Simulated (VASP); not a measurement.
# PbO (P4/nmm) in VASP: a series of runs

Aim: see how the results for PbO move with the level of theory and the settings. Levels: PBE0, r2SCAN. Tasks: single point.

Everything below comes from runs of VASP 6.6.1. Logs are shortened: lines on timing, memory, paths and dates and some standing lists are left out, and cuts for length are marked.

### 1 The cell of the first run

It takes space group P4/nmm (No. 129, tetragonal). The conventional cell has a = 3.990 Å, b = 3.990 Å, c = 5.010 Å, α = 90.00°, β = 90.00°, γ = 90.00°. Within 3.1 Å of Pb (site symmetry 4mm) lie 4 O at 2.33 Å. O (site symmetry -4m2) has 4 Pb at 2.33 Å and 4 O at 2.82 Å within 3.1 Å.

### 2 Single point, PBE0

File POSCAR:

```
PbO
1.0
    3.9900000000      0.0000000000      0.0000000000
    0.0000000000      3.9900000000      0.0000000000
    0.0000000000      0.0000000000      5.0100000000
Pb O
2 2
Direct
    0.5000000000      0.0000000000      0.7600000000
    0.0000000000      0.5000000000      0.2400000000
    0.5000000000      0.5000000000      0.0000000000
    0.0000000000      0.0000000000      0.0000000000
```

File INCAR.step1:

```
ALGO     = Normal         # electronic algorithm
EDIFF    = 1E-5           # SCF threshold, eV
ENCUT    = 520            # plane-wave cutoff, eV
GGA      = PE             # functional
GGA_COMPAT= False        
ISIF     = 2              # what is computed and relaxed
ISMEAR   = -1             # smearing method
LASPH    = True           # aspherical terms in the spheres
LCHARG   = False          # write CHGCAR
LREAL    = False          # projectors in reciprocal space
LWAVE    = True           # write WAVECAR
NBANDS   = 28             # bands
NELM     = 120            # most SCF steps
PREC     = Accurate       # precision mode
SIGMA    = 0.05           # smearing width, eV
```

File INCAR.step2:

```
AEXX     = 0.25           # exact-exchange fraction
ALGO     = Normal         # electronic algorithm
EDIFF    = 1E-6           # SCF threshold, eV
ENCUT    = 520            # plane-wave cutoff, eV
GGA      = PE             # functional
GGA_COMPAT= False        
ISIF     = 2              # what is computed and relaxed
ISMEAR   = -1             # smearing method
ISTART   = 1            
LASPH    = True           # aspherical terms in the spheres
LCHARG   = False          # write CHGCAR
LHFCALC  = True           # exact exchange
LREAL    = False          # projectors in reciprocal space
LWAVE    = False          # write WAVECAR
NBANDS   = 28             # bands
NELM     = 120            # most SCF steps
PREC     = Accurate       # precision mode
PRECFOCK = Normal       
SIGMA    = 0.05           # smearing width, eV
```

File KPOINTS:

```
k-points
0
Gamma
  4 4 3
```

Potentials or basis: VASP PAW PBE potentials, release 64 (Pb_d, O).

Run with:

```sh
> cat potpaw_PBE.64/Pb_d/POTCAR potpaw_PBE.64/O/POTCAR > POTCAR
> cp INCAR.step1 INCAR
> mpirun -np 1 vasp_std > vasp.out
> cp INCAR.step2 INCAR
> mpirun -np 1 vasp_std > vasp.out
```

OUTCAR:

```text
AEXX = 0.25
   EDIFF = 1E-6
   ENCUT = 520
   GGA = PE
   ISIF = 2
   ISMEAR = -1
   ISTART = 1
   LASPH = True
   LHFCALC = True
   LREAL = False
   NELM = 120
   PREC = Accurate
   PRECFOCK = Normal

 ion  position               nearest neighbor table
   1  0.500  0.000  0.760-   3 2.33   4 2.33   3 2.33   4 2.33   2 3.71   2 3.71   2 3.71   2 3.71
                             2 3.84   2 3.84   2 3.84   2 3.84
   2  0.000  0.500  0.240-   3 2.33   4 2.33   4 2.33   3 2.33   1 3.71   1 3.71   1 3.71   1 3.71
                             1 3.84   1 3.84   1 3.84   1 3.84
   3  0.500  0.500  0.000-   1 2.33   2 2.33   1 2.33   2 2.33
   4  0.000  0.000  0.000-   1 2.33   2 2.33   2 2.33   1 2.33

  LATTYP: Found a simple tetragonal cell.
 ALAT       =     3.9900000000
 C/A-ratio  =     1.2556390977

  Lattice vectors:

 A1 = (   3.9900000000,   0.0000000000,   0.0000000000)
 A2 = (   0.0000000000,   3.9900000000,   0.0000000000)
 A3 = (   0.0000000000,   0.0000000000,   5.0100000000)

Analysis of symmetry for initial positions (statically):
=====================================================================
 Subroutine PRICEL returns:
 Original cell was already a primitive cell.

 Routine SETGRP: Setting up the symmetry group for a
 simple tetragonal supercell.

 Subroutine GETGRP returns: Found 16 space group operations
 (whereof  8 operations were pure point group operations)
 out of a pool of 16 trial point group operations.

The static configuration has the point symmetry D_2d.
 The point group associated with its full space group is D_4h.

Analysis of symmetry for dynamics (positions and initial velocities):
=====================================================================
 Subroutine PRICEL returns:
 Original cell was already a primitive cell.

 Routine SETGRP: Setting up the symmetry group for a
 simple tetragonal supercell.

 Subroutine GETGRP returns: Found 16 space group operations
 (whereof  8 operations were pure point group operations)
 out of a pool of 16 trial point group operations.

The dynamic configuration has the point symmetry D_2d.
 The point group associated with its full space group is D_4h.

 Subroutine INISYM returns: Found 16 space group operations
 (whereof  8 operations are pure point group operations),
 and found     1 'primitive' translations

----------------------------------------------------------------------------------------

                                     Primitive cell

  volume of cell :      79.7597

  direct lattice vectors                    reciprocal lattice vectors
     3.990000000  0.000000000  0.000000000     0.250626566  0.000000000  0.000000000
     0.000000000  3.990000000  0.000000000     0.000000000  0.250626566  0.000000000
     0.000000000  0.000000000  5.010000000     0.000000000  0.000000000  0.199600798

  length of vectors
     3.990000000  3.990000000  5.010000000     0.250626566  0.250626566  0.199600798

  position of ions in fractional coordinates (direct lattice)
     0.500000000  0.000000000  0.760000000
     0.000000000  0.500000000  0.240000000
     0.500000000  0.500000000  0.000000000
     0.000000000  0.000000000  0.000000000

  ion indices of the primitive-cell ions
   primitive index   ion index
                 1           1
                 2           2
                 3           3
                 4           4

----------------------------------------------------------------------------------------

 KPOINTS: k-points

Automatic generation of k-mesh.
 Grid dimensions read from file:
 generate k-points for:    4    4    3

 Generating k-lattice:

  Cartesian coordinates                     Fractional coordinates (reciprocal lattice)
     0.062656642  0.000000000  0.000000000     0.250000000  0.000000000  0.000000000
     0.000000000  0.062656642  0.000000000     0.000000000  0.250000000  0.000000000
     0.000000000  0.000000000  0.066533599     0.000000000  0.000000000  0.333333333

  Length of vectors
     0.062656642  0.062656642  0.066533599

  Shift w.r.t. Gamma in fractional coordinates (k-lattice)
     0.000000000  0.000000000  0.000000000

 Subroutine IBZKPT returns following result:
 ===========================================

 Found     12 irreducible k-points:

 Following reciprocal coordinates:
            Coordinates               Weight
  0.000000  0.000000  0.000000      1.000000
  0.250000  0.000000  0.000000      4.000000
  0.500000  0.000000  0.000000      2.000000
  0.250000  0.250000  0.000000      4.000000
  0.500000  0.250000  0.000000      4.000000
  0.500000  0.500000  0.000000      1.000000
  0.000000  0.000000  0.333333      2.000000
  0.250000  0.000000  0.333333      8.000000
  0.500000  0.000000  0.333333      4.000000
  0.250000  0.250000  0.333333      8.000000
  0.500000  0.250000  0.333333      8.000000
  0.500000  0.500000  0.333333      2.000000
   k-points           NKPTS =     12   k-points in BZ     NKDIM =     48   number of bands    NBANDS=     28
   number of dos      NEDOS =    301   number of ions     NIONS =      4
   total plane-waves  NPLWV =  36000
   dimension x,y,z NGX =    30 NGY =   30 NGZ =   40
   dimension x,y,z NGXF=    60 NGYF=   60 NGZF=   80
   ions per type =               2   2
   NGX,Y,Z   is equivalent  to a cutoff of  12.50, 12.50, 13.27 a.u.
   NGXF,Y,Z  is equivalent  to a cutoff of  25.00, 25.00, 26.55 a.u.
 SYSTEM =  unknown system
   PREC   = accura    normal or accurate (medium, high low for compatibility)
   ISTART =      1    job   : 0-new  1-cont  2-samecut
   ICHARG =      0    charge: 1-file 2-atom 10-const
   ISPIN  =      1    spin polarized calculation?
   LNONCOLLINEAR =      F non collinear calculations
   LSORBIT =      F    spin-orbit coupling
   LASPH  =      T    aspherical Exc in radial PAW
   ENCUT  =  520.0 eV  38.22 Ry    6.18 a.u.   7.42  7.42  9.32*2*pi/ulx,y,z
   NELM   =    120;   NELMIN=  2; NELMDL=  0     # of ELM steps
   EDIFF  = 0.1E-05   stopping-criterion for ELM
   LREAL  =      F    real-space projection
   EDIFFG = 0.1E-04   stopping-criterion for IOM
   NSW    =      0    number of steps for IOM
   IBRION =     -1    ionic relax: 0-MD 1-quasi-New 2-CG
   NFREE  =      0    steps in history (QN), initial steepest desc. (CG)
   ISIF   =      2    stress and relaxation
   ISYM   =      3    0-nonsym 1-usesym 2-fastsym
   POTIM  = 0.5000    time-step for ionic-motion
   TEBEG  =    0.0;   TEEND  =   0.0 temperature during run
   PSTRESS=    0.0 pullay stress
   NELECT =      40.0000    total number of electrons
   NUPDOWN=      -1.0000    fix difference up-down
   EMIN   =  10.00;   EMAX   =-10.00  energy-range for DOS
   EFERMI =   0.00;   METHOD = LEGACY
   ISMEAR =    -1;   SIGMA  =   0.05  broadening in eV -4-tet -1-fermi 0-gaus
   EFERMI_NEDOS =   21; number of points for ismear=-14 and -15
   IALGO  =     38    algorithm
   IMIX   =      1    mixing-type and parameters
     AMIX     =   0.40;   BMIX     =  1.00
     AMIX_MAG =   1.60;   BMIX_MAG =  1.00
  volume/ion in A,a.u.               =      19.94       134.56
  Fermi-wavevector in a.u.,A,eV,Ry     =   1.300670  2.457909 23.017539  1.691741
  Thomas-Fermi vector in A             =   2.431853
   LORBIT       =      0    0 simple, 1 ext, 2 COOP (PROOUT), +10 PAW based schemes
   GGA     = PE    functional components
   LHFCALC =     T    Hartree Fock is set to
   PRECFOCK=normal    Normal, Fast or Accurate (Low or Medium for compatibility)
   ENCUT4O =  -1.0   cutoff for four orbital integrals eV
   NKREDX  =     1    reduce k-point grid by
   NKREDY  =     1    reduce k-point grid by
   NKREDZ  =     1    reduce k-point grid by
   AEXX    =    0.2500 exact exchange contribution
   HFSCREEN=    0.0000 screening length (either q_TF or 0.3 A-1)
   HFSCREENC=   0.0000 screening length for correlation (either q_TF or 0.3 A-1)
   ENCUTFOCK=  -1.0 apply spherical cutoff to Coloumb kernel
   IVDW    =     0    specifies the selected vdW correction
   LEPSILON=     F    determine dielectric tensor
   LRPA    =     F    only Hartree local field effects (RPA)
 non-spin polarized calculation
  energy-cutoff  :      520.00
  volume of cell :       79.76
 maximum number of plane-waves:      2186
 NGX is ok and might be reduce to    30
  NGX = 24; NGY = 24; NGZ = 28

 number of electron      39.9999999 magnetization

 Free energy of the ion-electron system (eV)
  ---------------------------------------------------
  ext. energy  EPLUGINS =         0.00000000
  ---------------------------------------------------
  free energy    TOTEN  =       -28.60401159 eV

  energy without entropy =      -28.60401159  energy(sigma->0) =      -28.60401159

 E-fermi :   5.2059     XC(G=0):  -7.7453

 val. band max:        4.2031446262   @ k =   0.0000   0.0000   0.0000
 cond. band min:       6.7031534252   @ k =   0.5000   0.5000   0.0000
 fundamental gap:      2.5000087991
 Fermi energy:         5.2058550665

 k-point     1 :       0.0000    0.0000    0.0000
  band No.  band energies     occupation
      1     -16.1913      2.00000
      2     -15.5534      2.00000
      3     -13.4206      2.00000
      4     -13.4206      2.00000
      5     -13.3589      2.00000
      6     -13.3446      2.00000
[... 20 lines left out ...]
     27      13.3445      0.00000
     28      13.8405      0.00000

 k-point     2 :       0.2500    0.0000    0.0000
  band No.  band energies     occupation
      1     -16.0564      2.00000
      2     -15.6130      2.00000
      3     -13.3898      2.00000
      4     -13.3894      2.00000
      5     -13.3249      2.00000
      6     -13.3006      2.00000
[... 20 lines left out ...]
     27      13.8098      0.00000
     28      16.8967      0.00000

 k-point     3 :       0.5000    0.0000    0.0000
  band No.  band energies     occupation
      1     -15.7999      2.00000
      2     -15.7999      2.00000
      3     -13.3284      2.00000
      4     -13.3284      2.00000
      5     -13.3214      2.00000
      6     -13.3214      2.00000
[... 244 lines left out ...]
      3     -13.3349      2.00000
      4     -13.3349      2.00000
      5     -13.2792      2.00000
      6     -13.2792      2.00000
[... 20 lines left out ...]
     27      16.0284      0.00000
     28      16.0284      0.00000

 k-point    12 :       0.5000    0.5000    0.3333
  band No.  band energies     occupation
      1     -15.7638      2.00000
      2     -15.7638      2.00000
      3     -13.2898      2.00000
      4     -13.2898      2.00000
      5     -13.2418      2.00000
      6     -13.2418      2.00000
[... 20 lines left out ...]
     27      16.3346      0.00000
     28      16.3346      0.00000

------------------------ aborting loop because EDIFF is reached ----------------------------------------

  FORCE on cell =-STRESS in cart. coord.  units (eV):
  Direction    XX          YY          ZZ          XY          YZ          ZX
  --------------------------------------------------------------------------------------
  -------------------------------------------------------------------------------------
  Total       -0.4234121     -0.4234121     -0.5185768      0.0000000      0.0000000      0.0000000
  in kB       -8.5053130     -8.5053130    -10.4169396      0.0000000      0.0000000      0.0000000
  external PRESSURE =      -9.1425218 kB  Pullay stress =       0.0000000 kB

 VOLUME and BASIS-vectors are now :
 -----------------------------------------------------------------------------
  energy-cutoff  :      520.00
  volume of cell :       79.76
      direct lattice vectors                 reciprocal lattice vectors
     3.990000000  0.000000000  0.000000000     0.250626566  0.000000000  0.000000000
     0.000000000  3.990000000  0.000000000     0.000000000  0.250626566  0.000000000
     0.000000000  0.000000000  5.010000000     0.000000000  0.000000000  0.199600798

 POSITION                                       TOTAL-FORCE (eV/Angst)
 -----------------------------------------------------------------------------------
      1.99500      0.00000      3.80760         0.000000      0.000000      0.582435
      0.00000      1.99500      1.20240        -0.000000      0.000000     -0.582435
      1.99500      1.99500      0.00000        -0.000000      0.000000      0.000000
      0.00000      0.00000      0.00000         0.000000      0.000000      0.000000
 -----------------------------------------------------------------------------------
    total drift:                                0.000004      0.000001     -0.000001

  FREE ENERGIE OF THE ION-ELECTRON SYSTEM (eV)
  ---------------------------------------------------
  free  energy   TOTEN  =       -28.6040115919 eV

  energy  without entropy=      -28.6040115918  energy(sigma->0) =      -28.60401159
```

Run time: 31 min. Hardware: 1 thread of AMD EPYC 7R13 (Zen 3), shared host; peak memory 0.19 GiB.

What came out:

```
Free energy            : -28.6040 eV
Pressure               : -0.9 GPa
Largest force          : 0.582 eV/Å
Band gap on the k mesh : 2.50 eV (least direct gap 3.94 eV)
```

Forces in eV/Å, atoms in the order of the input:
```
Pb   0.000  0.000  0.582
Pb   0.000  0.000 -0.582
O    0.000  0.000  0.000
O    0.000  0.000  0.000
```

Caveat: the PAW data sets were made with another functional, which shifts forces and pressure a little; spin-orbit coupling is left out, which moves the levels of the heavy elements. A k mesh can miss the band edges.

(Part 1 of 2 ends here.)
